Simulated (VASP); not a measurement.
SnO, 4 atoms in the cell. It takes space group P4/nmm (No. 129, tetragonal). The conventional cell has a = 3.820 Å, b = 3.820 Å, c = 4.856 Å, α = 90.00°, β = 90.00°, γ = 90.00°. Sn (site symmetry 4mm) has 4 O at 2.23 Å within 2.9 Å. Within 2.9 Å of O (site symmetry -4m2) lie 4 Sn at 2.23 Å and 4 O at 2.70 Å. 

| Property | Result |
| --- | --- |
| Program | VASP 6.6.1 |
| Task | single point |
| Functional | PBEsol |
| Potentials or basis | VASP PAW PBE potentials, release 64 (Sn_d, O) |
| Cutoff | 520 eV |
| k mesh | 12 × 12 × 10 |
| Occupations | gaussian, width 0.1 eV |
| Spin | no spin polarisation |
| Dipole correction | no |
| Further INCAR settings | ALGO = Normal; EDIFF = 1e-06; NBANDS = 28 |

Potentials or basis: VASP PAW PBE potentials, release 64 (Sn_d, O).

Launch:

```sh
$ cat potpaw_PBE.64/Sn_d/POTCAR potpaw_PBE.64/O/POTCAR > POTCAR
$ mpirun -np 1 vasp_std > vasp.out
```

Hardware: 1 thread of Intel(R) Xeon(R) 6975P-C (Granite Rapids), with other jobs on the host.

Problem. Estimate the wall time of this run.

Solution. It took 95 s on 1 thread of Intel(R) Xeon(R) 6975P-C (Granite Rapids), with other jobs on the host, peak memory 0.37 GiB. Counts: scf iterations 14, k points 168.
